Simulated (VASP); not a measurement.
# S (P6/mmm) in VASP: a series of runs

S is run at these levels: PBE; tasks: single point, relaxation of shape and atoms at fixed volume.

Everything below comes from runs of VASP 6.6.1. Logs are shortened: lines on timing, memory, paths and dates and some standing lists are left out, and cuts for length are marked.

**1. The cell of the first run**

The structure is hexagonal, space group P6/mmm (No. 191). The conventional cell has a = 6.601 Å, b = 6.601 Å, c = 2.133 Å, α = 90.00°, β = 90.00°, γ = 120.00°. Within 2.8 Å of S (site symmetry 6/mmm) lie 2 S at 2.13 Å. Within 2.8 Å of S (site symmetry -6m2) lie 2 S at 2.13 Å.

This isn't the form of S at room conditions, which is orthorhombic, of S8 rings.

**2. Single point, PBE (26.84 Å³/atom)**

INCAR

```
SYSTEM = S
ALGO     = Normal         ! electronic algorithm
EDIFF    = 1E-7           ! SCF threshold, eV
ENCUT    = 520            ! plane-wave cutoff, eV
GGA      = PE             ! functional
ISIF     = 2              ! what is computed and relaxed
ISMEAR   = -1             ! smearing method
LASPH    = .TRUE.         ! aspherical terms in the spheres
LCHARG   = .FALSE.        ! write CHGCAR
LREAL    = .FALSE.        ! projectors in reciprocal space
LWAVE    = .FALSE.        ! write WAVECAR
NBANDS   = 16             ! bands
NELM     = 100            ! most SCF steps
PREC     = Accurate       ! precision mode
SIGMA    = 0.1            ! smearing width, eV
```

KPOINTS

```
k-points
0
G
  8 8 11
  0 0 0
```

POSCAR

```
S
1.0
    6.6010827717      0.0000000000      0.0000000000
   -3.3005413858      5.7167053728      0.0000000000
    0.0000000000      0.0000000000      2.1334484524
S
3
Direct
    0.0000000000      0.0000000000      0.0000000000
    0.3333333333      0.6666666667      0.5000000000
    0.6666666667      0.3333333333      0.5000000000
```

Potentials or basis: VASP PAW PBE potentials, release 64 (S).

On the command line:

```console
> cat potpaw_PBE.64/S/POTCAR > POTCAR
> mpirun -np 1 vasp_std > vasp.out
```

OUTCAR:

```text
SYSTEM = S
   EDIFF = 1E-7
   ENCUT = 520
   GGA = PE
   ISIF = 2
   ISMEAR = -1
   LASPH = .TRUE.
   LREAL = .FALSE.
   NELM = 100
   PREC = Accurate

 ion  position               nearest neighbor table
   1  0.000  0.000  0.000-
   2  0.333  0.667  0.500-
   3  0.667  0.333  0.500-

  LATTYP: Found a hexagonal cell.
 ALAT       =     6.6010827717
 C/A-ratio  =     0.3231967430

  Lattice vectors:

 A1 = (   6.6010827717,   0.0000000000,   0.0000000000)
 A2 = (  -3.3005413858,   5.7167053728,   0.0000000000)
 A3 = (   0.0000000000,   0.0000000000,   2.1334484524)

Analysis of symmetry for initial positions (statically):
=====================================================================
 Subroutine PRICEL returns:
 Original cell was already a primitive cell.

 Routine SETGRP: Setting up the symmetry group for a
 hexagonal supercell.

 Subroutine GETGRP returns: Found 24 space group operations
 (whereof 24 operations were pure point group operations)
 out of a pool of 24 trial point group operations.

The static configuration has the point symmetry D_6h.

Analysis of symmetry for dynamics (positions and initial velocities):
=====================================================================
 Subroutine PRICEL returns:
 Original cell was already a primitive cell.

 Routine SETGRP: Setting up the symmetry group for a
 hexagonal supercell.

 Subroutine GETGRP returns: Found 24 space group operations
 (whereof 24 operations were pure point group operations)
 out of a pool of 24 trial point group operations.

The dynamic configuration has the point symmetry D_6h.

 Subroutine INISYM returns: Found 24 space group operations
 (whereof 24 operations are pure point group operations),
 and found     1 'primitive' translations

----------------------------------------------------------------------------------------

                                     Primitive cell

  volume of cell :      80.5088

  direct lattice vectors                    reciprocal lattice vectors
     6.601082772  0.000000000  0.000000000     0.151490299  0.087462965  0.000000000
    -3.300541386  5.716705373  0.000000000     0.000000000  0.174925929  0.000000000
     0.000000000  0.000000000  2.133448452     0.000000000  0.000000000  0.468724707

  length of vectors
     6.601082772  6.601082772  2.133448452     0.174925929  0.174925929  0.468724707

  position of ions in fractional coordinates (direct lattice)
     0.000000000  0.000000000  0.000000000
     0.333333333  0.666666667  0.500000000
     0.666666667  0.333333333  0.500000000

  ion indices of the primitive-cell ions
   primitive index   ion index
                 1           1
                 2           2
                 3           3

----------------------------------------------------------------------------------------

 KPOINTS: k-points

Automatic generation of k-mesh.
 Grid dimensions read from file:
 generate k-points for:    8    8   11

 Generating k-lattice:

  Cartesian coordinates                     Fractional coordinates (reciprocal lattice)
     0.018936287  0.010932871  0.000000000     0.125000000  0.000000000  0.000000000
     0.000000000  0.021865741  0.000000000     0.000000000  0.125000000  0.000000000
     0.000000000  0.000000000  0.042611337     0.000000000  0.000000000  0.090909091

  Length of vectors
     0.021865741  0.021865741  0.042611337

  Shift w.r.t. Gamma in fractional coordinates (k-lattice)
     0.000000000  0.000000000  0.000000000

 Subroutine IBZKPT returns following result:
 ===========================================

 Found     60 irreducible k-points:

 Following reciprocal coordinates:
            Coordinates               Weight
  0.000000  0.000000  0.000000      1.000000
  0.125000 -0.000000  0.000000      6.000000
  0.250000 -0.000000  0.000000      6.000000
  0.375000  0.000000  0.000000      6.000000
  0.500000 -0.000000  0.000000      3.000000
  0.125000  0.125000  0.000000      6.000000
[... 16 lines left out ...]
  0.250000 -0.000000  0.181818     12.000000
  0.375000  0.000000  0.181818     12.000000
 [... further k-points ...]
   k-points           NKPTS =     60   k-points in BZ     NKDIM =     60   number of bands    NBANDS=     16
   number of dos      NEDOS =    301   number of ions     NIONS =      3
   total plane-waves  NPLWV =  40000
   dimension x,y,z NGX =    50 NGY =   50 NGZ =   16
   dimension x,y,z NGXF=   100 NGYF=  100 NGZF=   32
   ions per type =               3
   NGX,Y,Z   is equivalent  to a cutoff of  12.59, 12.59, 12.47 a.u.
   NGXF,Y,Z  is equivalent  to a cutoff of  25.18, 25.18, 24.94 a.u.
 SYSTEM =  S
   PREC   = accura    normal or accurate (medium, high low for compatibility)
   ISTART =      0    job   : 0-new  1-cont  2-samecut
   ICHARG =      2    charge: 1-file 2-atom 10-const
   ISPIN  =      1    spin polarized calculation?
   LNONCOLLINEAR =      F non collinear calculations
   LSORBIT =      F    spin-orbit coupling
   LASPH  =      T    aspherical Exc in radial PAW
   ENCUT  =  520.0 eV  38.22 Ry    6.18 a.u.  12.27 12.27  3.97*2*pi/ulx,y,z
   NELM   =    100;   NELMIN=  2; NELMDL= -5     # of ELM steps
   EDIFF  = 0.1E-06   stopping-criterion for ELM
   LREAL  =      F    real-space projection
   EDIFFG = 0.1E-05   stopping-criterion for IOM
   NSW    =      0    number of steps for IOM
   IBRION =     -1    ionic relax: 0-MD 1-quasi-New 2-CG
   NFREE  =      0    steps in history (QN), initial steepest desc. (CG)
   ISIF   =      2    stress and relaxation
   ISYM   =      2    0-nonsym 1-usesym 2-fastsym
   POTIM  = 0.5000    time-step for ionic-motion
   TEBEG  =    0.0;   TEEND  =   0.0 temperature during run
   PSTRESS=    0.0 pullay stress
   NELECT =      18.0000    total number of electrons
   NUPDOWN=      -1.0000    fix difference up-down
   EMIN   =  10.00;   EMAX   =-10.00  energy-range for DOS
   EFERMI =   0.00;   METHOD = LEGACY
   ISMEAR =    -1;   SIGMA  =   0.10  broadening in eV -4-tet -1-fermi 0-gaus
   EFERMI_NEDOS =   21; number of points for ismear=-14 and -15
   IALGO  =     38    algorithm
   IMIX   =      4    mixing-type and parameters
     AMIX     =   0.40;   BMIX     =  1.00
     AMIX_MAG =   1.60;   BMIX_MAG =  1.00
  volume/ion in A,a.u.               =      26.84       181.10
  Fermi-wavevector in a.u.,A,eV,Ry     =   0.993615  1.877659 13.432623  0.987270
  Thomas-Fermi vector in A             =   2.125509
   LORBIT       =      0    0 simple, 1 ext, 2 COOP (PROOUT), +10 PAW based schemes
   GGA     = PE    functional components
   LHFCALC =     F    Hartree Fock is set to
   AEXX    =    0.0000 exact exchange contribution
   IVDW    =     0    specifies the selected vdW correction
   LEPSILON=     F    determine dielectric tensor
   LRPA    =     F    only Hartree local field effects (RPA)
 non-spin polarized calculation
  energy-cutoff  :      520.00
  volume of cell :       80.51
 maximum number of plane-waves:      2205
 NGX is ok and might be reduce to    50
   NGX = 25   NGY = 25   NGZ =  7

 number of electron      18.0000001 magnetization

 Free energy of the ion-electron system (eV)
  ---------------------------------------------------
  ext. energy  EPLUGINS =         0.00000000
  ---------------------------------------------------
  free energy    TOTEN  =       -10.11953129 eV

  energy without entropy =      -10.01157117  energy(sigma->0) =      -10.06555123

 E-fermi :   1.7402     XC(G=0):  -8.1989

 val. band max:        1.7323898983   @ k =   0.2500   0.1250   0.3636
 cond. band min:       1.8110379336   @ k =   0.3750   0.0000   0.3636
 fundamental gap:      0.0786480352
 Fermi energy:         1.7401740610

 k-point     1 :       0.0000    0.0000    0.0000
  band No.  band energies     occupation
      1     -13.7252      2.00000
      2     -13.3620      2.00000
      3     -13.3504      2.00000
      4      -2.4195      2.00000
      5      -2.4195      2.00000
      6      -2.4059      2.00000
[... 8 lines left out ...]
     15      10.3933      0.00000
     16      10.3933      0.00000

 k-point     2 :       0.1250   -0.0000    0.0000
  band No.  band energies     occupation
      1     -13.7098      2.00000
      2     -13.3709      2.00000
      3     -13.3590      2.00000
      4      -2.6466      2.00000
      5      -2.6009      2.00000
      6      -2.1407      2.00000
[... 8 lines left out ...]
     15      10.5357      0.00000
     16      10.7689      0.00000

 k-point     3 :       0.2500   -0.0000    0.0000
  band No.  band energies     occupation
      1     -13.6661      2.00000
      2     -13.4012      2.00000
      3     -13.3776      2.00000
      4      -2.8253      2.00000
      5      -2.6324      2.00000
      6      -1.8527      2.00000
[... 8 lines left out ...]
     15      10.9730      0.00000
     16      11.6025      0.00000

 k-point     4 :       0.3750    0.0000    0.0000
  band No.  band energies     occupation
      1     -13.6015      2.00000
      2     -13.4560      2.00000
      3     -13.3926      2.00000
      4      -2.9371      2.00000
      5      -2.4969      2.00000
      6      -1.8120      2.00000
[... 8 lines left out ...]
     15      11.7231      0.00000
     16      11.9300      0.00000
[... 324 lines left out ...]
 k-point    22 :       0.1250   -0.0000    0.1818
  band No.  band energies     occupation
      1     -12.7119      2.00000
      2     -12.3777      2.00000
      3     -12.3661      2.00000
      4      -1.7165      2.00000
      5      -1.6722      2.00000
      6      -1.2267      2.00000
[... 8 lines left out ...]
     15      10.4470      0.00000
     16      11.2012      0.00000

 k-point    23 :       0.2500   -0.0000    0.1818
  band No.  band energies     occupation
      1     -12.6688      2.00000
      2     -12.4076      2.00000
      3     -12.3844      2.00000
      4      -1.8900      2.00000
      5      -1.7029      2.00000
      6      -0.9492      2.00000
[... 8 lines left out ...]
     15      10.0942      0.00000
     16      10.7381      0.00000

 k-point    24 :       0.3750    0.0000    0.1818
  band No.  band energies     occupation
      1     -12.6051      2.00000
      2     -12.4616      2.00000
      3     -12.3991      2.00000
      4      -1.9987      2.00000
      5      -1.5717      2.00000
      6      -0.9101      2.00000
[... 8 lines left out ...]
     15       9.9473      0.00000
     16      10.3009      0.00000

 [... further k-points ...]

------------------------ aborting loop because EDIFF is reached ----------------------------------------

  FORCE on cell =-STRESS in cart. coord.  units (eV):
  Direction    XX          YY          ZZ          XY          YZ          ZX
  --------------------------------------------------------------------------------------
  -------------------------------------------------------------------------------------
  Total        0.1661366      0.1661366     -0.0961083      0.0000000     -0.0000000      0.0000000
  in kB        3.3062281      3.3062281     -1.9126189      0.0000000     -0.0000000      0.0000000
  external PRESSURE =       1.5666124 kB  Pullay stress =       0.0000000 kB

 VOLUME and BASIS-vectors are now :
 -----------------------------------------------------------------------------
  energy-cutoff  :      520.00
  volume of cell :       80.51
      direct lattice vectors                 reciprocal lattice vectors
     6.601082772  0.000000000  0.000000000     0.151490299  0.087462965  0.000000000
    -3.300541386  5.716705373  0.000000000     0.000000000  0.174925929  0.000000000
     0.000000000  0.000000000  2.133448452     0.000000000  0.000000000  0.468724707

 POSITION                                       TOTAL-FORCE (eV/Angst)
 -----------------------------------------------------------------------------------
      0.00000      0.00000      0.00000        -0.000000      0.000000     -0.000000
     -0.00000      3.81114      1.06672         0.000000     -0.000000     -0.000000
      3.30054      1.90557      1.06672        -0.000000      0.000000      0.000000
 -----------------------------------------------------------------------------------
    total drift:                                0.000000     -0.000000      0.000000

  FREE ENERGIE OF THE ION-ELECTRON SYSTEM (eV)
  ---------------------------------------------------
  free  energy   TOTEN  =       -10.1195312928 eV

  energy  without entropy=      -10.0115711673  energy(sigma->0) =      -10.06555123
```

Run time: 90 s. Hardware: 1 thread of Intel Xeon 8259CL, shared host; peak memory 0.21 GiB.

What came out:

```yaml
Free_energy: -10.1195 eV
Pressure: 0.2 GPa
Band_gap_on_the_k_mesh: zero (bands 9 and 10 overlap by 1.68 eV)
```

Stress tensor (GPa, compression positive):
```
 0.33  0.00  0.00
 0.00  0.33  0.00
 0.00  0.00 -0.19
```

(Continued in part 2 of 2.)
